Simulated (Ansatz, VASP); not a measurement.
## Rb in VASP and in Ansatz

```
CELL_PARAMETERS angstrom
4.89383 0.00000 0.00000
-2.44692 4.23818 0.00000
0.00000 0.00000 8.09548
ATOMIC_POSITIONS crystal
Rb 0.33333 0.66667 0.25000
Rb 0.66667 0.33333 0.75000
```

Alike in both runs: task single point; functional r2SCAN; k mesh 8 × 8 × 5; occupations fermi-dirac, width 0.1 eV; no spin polarisation.

```csv
,VASP,Ansatz
version,VASP 6.6.1,Ansatz 0.2.0
potentials or method,"VASP PAW PBE potentials, release 64 (Rb_sv), cutoff 520 eV","plane waves (500 eV) with PAW, scalar-relativistic"
valence electrons in the cell,18,18
```

```csv
,VASP,Ansatz,Ansatz less VASP
pressure (GPa),0.4,0.4,-0.01
"traceless stress, the component that is largest in VASP (GPa)",-0.05,-0.05,0.000
```

VASP's potentials were made for PBE, not for r2SCAN.
